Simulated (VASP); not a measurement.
# Mg9Zn7O16 (P1) in VASP: settings compared

The runs below take Mg9Zn7O16 through single point, with HSE06, PBEsol.

Everything below comes from runs of VASP 6.6.1. Logs are shortened: lines on timing, memory, paths and dates and some standing lists are left out, and cuts for length are marked.

**1. The cell of the first run**

The typed cell holds 64 atoms: a = 8.476 Å, b = 8.476 Å, c = 8.476 Å, α = 90.00°, β = 90.00°, γ = 90.00°.

**2. Single point, HSE06**

POSCAR

```
Mg9Zn7O16
1.0
    8.4762510000      0.0000000000      0.0000000000
    0.0000000000      8.4762510000      0.0000000000
    0.0000000000      0.0000000000      8.4762510000
O Mg Zn
32 18 14
Direct
    0.2499060000      0.9989850000      0.0003350000
    0.2525280000      0.0021730000      0.5008750000
    0.2522890000      0.4996320000      0.0000920000
    0.2499520000      0.4983830000      0.5001860000
    0.7500910000      0.0018000000      0.0004090000
    0.7478400000      0.0018230000      0.5006970000
    0.7478900000      0.4977890000      0.9996430000
    0.7496620000      0.4981610000      0.5000220000
    0.9999270000      0.2475810000      0.0001510000
    0.9999230000      0.2506530000      0.5001740000
    0.0020680000      0.7509250000      0.0010140000
    0.0003070000      0.7498520000      0.5004740000
    0.4998780000      0.2501800000      0.0002620000
    0.4997820000      0.2474620000      0.5000980000
    0.4974830000      0.7489670000      0.0032230000
    0.5000070000      0.7506850000      0.4988250000
    0.9998700000      0.0018950000      0.2483120000
    0.0000640000      0.0022240000      0.7529110000
    0.9996910000      0.4982360000      0.2497610000
    0.9998340000      0.4984040000      0.7501860000
    0.5002610000      0.9988010000      0.2506650000
    0.5004110000      0.0018960000      0.7506390000
    0.5000450000      0.4993040000      0.2478340000
    0.5001070000      0.4980670000      0.7519860000
    0.2494900000      0.2468270000      0.2504240000
    0.2495450000      0.2470790000      0.7498920000
    0.2521860000      0.7514450000      0.2488470000
    0.2500910000      0.7514810000      0.7524720000
    0.7501450000      0.2467710000      0.2504910000
    0.7501940000      0.2469110000      0.7496960000
    0.7484030000      0.7510590000      0.2507610000
    0.7505040000      0.7511060000      0.7505800000
    0.9997850000      0.9987070000      0.0004510000
    0.5000730000      0.9987710000      0.0004520000
    0.5000960000      0.9986360000      0.5007640000
    0.5004940000      0.5004410000      0.9996800000
    0.2496810000      0.2500780000      0.0002230000
    0.2497260000      0.2507570000      0.5003070000
    0.2492130000      0.7482420000      0.0003490000
    0.7502450000      0.2501690000      0.0001520000
    0.7501400000      0.2506070000      0.5002930000
    0.2494840000      0.9986670000      0.2510700000
    0.2495620000      0.9987140000      0.7498840000
    0.7506740000      0.9984740000      0.2509680000
    0.7505480000      0.9983310000      0.7500120000
    0.9999160000      0.2506830000      0.2504480000
    0.9999230000      0.2507550000      0.7500380000
    0.4999960000      0.2499490000      0.2505140000
    0.5000470000      0.2502380000      0.7499450000
    0.5003060000      0.7480840000      0.2514150000
    0.0000250000      0.0005270000      0.5005590000
    0.9997770000      0.4994510000      0.0001010000
    0.9999180000      0.5003360000      0.5001040000
    0.4999830000      0.4993570000      0.5003610000
    0.2500820000      0.7497480000      0.5004050000
    0.7498010000      0.7498090000      0.0007460000
    0.7501630000      0.7495860000      0.5005310000
    0.2501470000      0.4993630000      0.2500100000
    0.2500610000      0.4994260000      0.7502350000
    0.7498950000      0.4991800000      0.2500290000
    0.7500010000      0.4994300000      0.7500830000
    0.0002260000      0.7496680000      0.2505840000
    0.0001600000      0.7497720000      0.7505160000
    0.4999110000      0.7498940000      0.7508260000
```

INCAR.step1

```
ALGO     = Normal         # electronic algorithm
EDIFF    = 1E-5           # SCF threshold, eV
ENCUT    = 520            # plane-wave cutoff, eV
GGA      = PE             # functional
ISIF     = 2              # what is computed and relaxed
ISMEAR   = -1             # smearing method
LASPH    = T              # aspherical terms in the spheres
LREAL    = Auto         
LUSENCCL = F            
LWAVE    = T              # write WAVECAR
NBANDS   = 236            # bands
NELM     = 100            # most SCF steps
PREC     = Accurate       # precision mode
SIGMA    = 0.05           # smearing width, eV
```

INCAR.step2

```
ALGO     = Normal         # electronic algorithm
EDIFF    = 1E-6           # SCF threshold, eV
ENCUT    = 520            # plane-wave cutoff, eV
GGA      = PE             # functional
HFSCREEN = 0.2079         # screening, 1/A
ISIF     = 2              # what is computed and relaxed
ISMEAR   = -1             # smearing method
ISTART   = 1            
LASPH    = T              # aspherical terms in the spheres
LCHARG   = T              # write CHGCAR
LELF     = T              # ELF
LHFCALC  = T              # exact exchange
LREAL    = Auto         
LUSENCCL = F            
LVHAR    = T            
LWAVE    = F              # write WAVECAR
NBANDS   = 236            # bands
NELM     = 100            # most SCF steps
PREC     = Accurate       # precision mode
PRECFOCK = Fast         
SIGMA    = 0.05           # smearing width, eV
```

KPOINTS

```
k-points
0
Gamma
  1 1 1
```

Potentials or basis: VASP PAW PBE potentials, release 64 (O, Mg, Zn).

On the command line:

```console
cat potpaw_PBE.64/O/POTCAR potpaw_PBE.64/Mg/POTCAR potpaw_PBE.64/Zn/POTCAR > POTCAR
cp INCAR.step1 INCAR
mpirun -np 1 vasp_gam > vasp.out
cp INCAR.step2 INCAR
mpirun -np 1 vasp_gam > vasp.out
```

OUTCAR:

```text
EDIFF = 1E-6
   ENCUT = 520
   GGA = PE
   HFSCREEN = 0.2079
   ISIF = 2
   ISMEAR = -1
   ISTART = 1
   LASPH = T
   LHFCALC = T
   LREAL = Auto
   NELM = 100
   PREC = Accurate
   PRECFOCK = Fast

 ion  position               nearest neighbor table
   1  0.250  0.999  0.000-  33 2.12  34 2.12  43 2.12  42 2.13  39 2.13  37 2.13
   2  0.253  0.002  0.501-  35 2.10  38 2.11  43 2.11  42 2.12  55 2.14  51 2.14
   3  0.252  0.500  0.000-  36 2.10  39 2.11  37 2.12  59 2.12  58 2.12  52 2.14
   4  0.250  0.498  0.500-  38 2.10  54 2.12  53 2.12  59 2.12  58 2.12  55 2.13
   5  0.750  0.002  0.000-  40 2.11  33 2.12  34 2.12  45 2.12  44 2.12  56 2.14
   6  0.748  0.002  0.501-  35 2.10  41 2.11  45 2.11  44 2.12  51 2.14  57 2.14
[... 76 lines left out ...]
  58  0.250  0.499  0.250-  23 2.12   3 2.12   4 2.12  19 2.12  27 2.14  25 2.14  39 2.99  50 2.99
                            38 2.99  46 2.99  37 2.99  48 2.99  54 3.00  62 3.00  52 3.00  53 3.00
  59  0.250  0.499  0.750-   3 2.12   4 2.12  24 2.12  20 2.12  28 2.14  26 2.14  38 2.99  47 2.99
                            39 2.99  49 2.99  37 2.99  54 3.00  36 3.00  52 3.00  55 3.00  63 3.00
  60  0.750  0.499  0.250-  19 2.12  23 2.12   8 2.12   7 2.12  31 2.14  29 2.14  50 2.99  46 2.99
                            41 2.99  40 2.99  48 2.99  36 3.00  52 3.00  56 3.00  53 3.00  54 3.00
  61  0.750  0.499  0.750-   7 2.12  20 2.12  24 2.12   8 2.12  32 2.13  30 2.14  47 2.99  41 2.99
                            36 2.99  49 2.99  40 2.99  57 3.00  54 3.00  52 3.00  53 3.00  63 3.00
  62  0.000  0.750  0.251-  11 2.12  12 2.12  19 2.13  31 2.13  27 2.14  17 2.14  42 2.99  44 2.99
                            53 2.99  33 2.99  39 2.99  55 2.99  57 3.00  58 3.00  56 3.00  52 3.00
  63  0.000  0.750  0.751-  32 2.12  28 2.12  12 2.12  11 2.12  20 2.13  18 2.14  45 2.99  43 2.99
                            33 2.99  39 2.99  53 3.00  52 3.00  57 3.00  55 3.00  59 3.00  61 3.00
  64  0.500  0.750  0.751-  28 2.12  32 2.12  24 2.13  16 2.14  22 2.14  15 2.14  36 2.99  34 2.99
                            35 2.99  45 2.99  43 2.99  56 3.00  39 3.00  55 3.00  59 3.00  57 3.00

  LATTYP: Found a simple cubic cell.
 ALAT       =     8.4762510000

  Lattice vectors:

 A1 = (   8.4762510000,   0.0000000000,   0.0000000000)
 A2 = (   0.0000000000,   8.4762510000,   0.0000000000)
 A3 = (   0.0000000000,   0.0000000000,   8.4762510000)

Analysis of symmetry for initial positions (statically):
=====================================================================
 Subroutine PRICEL returns:
 Original cell was already a primitive cell.

 Routine SETGRP: Setting up the symmetry group for a
 simple cubic supercell.

 Subroutine GETGRP returns: Found  1 space group operations
 (whereof  1 operations were pure point group operations)
 out of a pool of 48 trial point group operations.

[... 234 lines left out ...]
     AMIX_MAG =   1.60;   BMIX_MAG =  1.00
  volume/ion in A,a.u.               =       9.52        64.21
  Fermi-wavevector in a.u.,A,eV,Ry     =   1.418304  2.680206 27.369304  2.011587
  Thomas-Fermi vector in A             =   2.539444
   LORBIT       =      0    0 simple, 1 ext, 2 COOP (PROOUT), +10 PAW based schemes
   GGA     = PE    functional components
   LHFCALC =     T    Hartree Fock is set to
   PRECFOCK=fast      Normal, Fast or Accurate (Low or Medium for compatibility)
   ENCUT4O =  -1.0   cutoff for four orbital integrals eV
   NKREDX  =     1    reduce k-point grid by
   NKREDY  =     1    reduce k-point grid by
   NKREDZ  =     1    reduce k-point grid by
   AEXX    =    0.2500 exact exchange contribution
   HFSCREEN=    0.2079 screening length (either q_TF or 0.3 A-1)
   HFSCREENC=   0.2079 screening length for correlation (either q_TF or 0.3 A-1)
   ENCUTFOCK=  -1.0 apply spherical cutoff to Coloumb kernel
   IVDW    =     0    specifies the selected vdW correction
   LEPSILON=     F    determine dielectric tensor
   LRPA    =     F    only Hartree local field effects (RPA)
 non-spin polarized calculation
  energy-cutoff  :      520.00
  volume of cell :      608.99
 maximum number of plane-waves:      8188
 NGX is ok and might be reduce to    64
  NGX = 32; NGY = 32; NGZ = 32

 number of electron     396.0000343 magnetization

 Free energy of the ion-electron system (eV)
  ---------------------------------------------------
  ext. energy  EPLUGINS =         0.00000000
  ---------------------------------------------------
  free energy    TOTEN  =      -411.48787813 eV

  energy without entropy =     -411.48787813  energy(sigma->0) =     -411.48787813

 E-fermi :   3.4984     XC(G=0):  -9.5153

 val. band max:        2.2045175448   @ k =   0.0000   0.0000   0.0000
 cond. band min:       6.2229151854   @ k =   0.0000   0.0000   0.0000
 fundamental gap:      4.0183976406
 Fermi energy:         3.4983842438

 k-point     1 :       0.0000    0.0000    0.0000
  band No.  band energies     occupation
      1     -17.7062      2.00000
      2     -16.9426      2.00000
      3     -16.9396      2.00000
      4     -16.9225      2.00000
      5     -16.8995      2.00000
      6     -16.8808      2.00000
[... 202 lines left out ...]
    209      10.3325      0.00000
    210      10.4308      0.00000
 [bands above 210 left out]

------------------------ aborting loop because EDIFF is reached ----------------------------------------

  FORCE on cell =-STRESS in cart. coord.  units (eV):
  Direction    XX          YY          ZZ          XY          YZ          ZX
  --------------------------------------------------------------------------------------
  -------------------------------------------------------------------------------------
  Total        0.1432286     -0.1044479      0.1233550     -0.0905139      0.1879612      0.0664463
  in kB        0.3768156     -0.2747887      0.3245309     -0.2381302      0.4945011      0.1748115
  external PRESSURE =       0.1421859 kB  Pullay stress =       0.0000000 kB

 VOLUME and BASIS-vectors are now :
 -----------------------------------------------------------------------------
  energy-cutoff  :      520.00
  volume of cell :      608.99
      direct lattice vectors                 reciprocal lattice vectors
     8.476251000  0.000000000  0.000000000     0.117976686  0.000000000  0.000000000
     0.000000000  8.476251000  0.000000000     0.000000000  0.117976686  0.000000000
     0.000000000  0.000000000  8.476251000     0.000000000  0.000000000  0.117976686

 POSITION                                       TOTAL-FORCE (eV/Angst)
 -----------------------------------------------------------------------------------
      2.11827      8.46765      0.00284         0.013997      0.006207     -0.011308
      2.14049      0.01842      4.24554         0.053931      0.045804     -0.010370
      2.13846      4.23501      0.00078         0.075653     -0.020143     -0.011535
      2.11866      4.22442      4.23970         0.042112     -0.126822      0.010811
      6.35796      0.01526      0.00347        -0.021501      0.045218     -0.012988
      6.33888      0.01545      4.24403        -0.076021      0.082636      0.002156
[... 56 lines left out ...]
      0.00136      6.35526      6.36156         0.019878      0.053644      0.034577
      4.23737      6.35629      6.36419        -0.015581      0.045051      0.034175
 -----------------------------------------------------------------------------------
    total drift:                               -0.007064      0.047230     -0.045475

  FREE ENERGIE OF THE ION-ELECTRON SYSTEM (eV)
  ---------------------------------------------------
  free  energy   TOTEN  =      -411.4878781324 eV

  energy  without entropy=     -411.4878781324  energy(sigma->0) =     -411.48787813
```

It took 11 min on 1 × NVIDIA H100 80GB with 1 thread of AMD EPYC 7R13 (Zen 3), shared host; peak memory 1.5 GiB.

Results:

```
Free energy            : -411.4879 eV
Pressure               : 0.0 GPa
Largest force          : 0.170 eV/Å
Band gap on the k mesh : 4.02 eV
```

Forces on the atoms (eV/Å):
```
O    0.014  0.006 -0.011
O    0.054  0.046 -0.010
O    0.076 -0.020 -0.012
O    0.042 -0.127  0.011
O   -0.022  0.045 -0.013
O   -0.076  0.083  0.002
O   -0.089 -0.096  0.025
O   -0.017 -0.135  0.024
O    0.017 -0.032  0.014
O    0.005 -0.018  0.000
O    0.093  0.085 -0.013
O    0.014  0.022 -0.027
O   -0.009 -0.002  0.013
O    0.009 -0.027 -0.002
O   -0.077 -0.002  0.069
O   -0.018  0.102 -0.113
O   -0.005  0.068 -0.077
O   -0.022  0.059  0.054
O    0.008 -0.121 -0.012
O    0.006 -0.144  0.045
O    0.007  0.008 -0.016
O   -0.008  0.040  0.008
O    0.020 -0.002 -0.068
O    0.004 -0.112  0.111
O    0.010 -0.060  0.014
O   -0.001 -0.063  0.009
O    0.071  0.106 -0.099
O   -0.016  0.117  0.076
O    0.013 -0.057  0.023
O    0.023 -0.058  0.000
O   -0.104  0.134 -0.013
O   -0.030  0.148 -0.001
Mg   0.028  0.069 -0.002
Mg  -0.027  0.041  0.028
Mg   0.004  0.068 -0.027
Mg  -0.023 -0.043  0.022
Mg   0.021 -0.071 -0.003
Mg   0.028 -0.072 -0.001
Mg   0.052  0.073  0.030
Mg  -0.021 -0.067 -0.003
Mg  -0.027 -0.074  0.000
Mg   0.048  0.038 -0.047
Mg   0.021  0.067  0.050
Mg  -0.048  0.068 -0.017
Mg  -0.016  0.098  0.020
Mg  -0.003 -0.072 -0.029
Mg  -0.004 -0.074  0.027
Mg   0.001 -0.071 -0.021
Mg   0.001 -0.066  0.021
Mg  -0.028  0.071 -0.050
Zn  -0.001  0.055  0.002
Zn   0.015 -0.045  0.000
Zn  -0.001 -0.063  0.002
Zn  -0.002 -0.046 -0.015
Zn   0.035  0.053 -0.021
Zn  -0.034  0.044  0.017
Zn  -0.036  0.054 -0.020
Zn   0.029 -0.020 -0.029
Zn   0.016 -0.045  0.030
Zn  -0.029 -0.046 -0.018
Zn  -0.017 -0.067  0.016
Zn   0.023  0.052 -0.036
Zn   0.020  0.054  0.035
Zn  -0.016  0.045  0.034
```

Levels at points of the mesh, in eV from the valence-band top:
```tsv
k point	band 196	band 197	band 198	band 199	band 200	band 201
(0.00, 0.00, 0.00)	-0.28	-0.23	0.00	4.02	6.95	7.22
```

Caveat: the k points lie up to 0.74 Å⁻¹ apart; the PAW data sets were made with another functional, which shifts forces and pressure a little. A k mesh can miss the band edges.

(Part 1 of 2 ends here.)
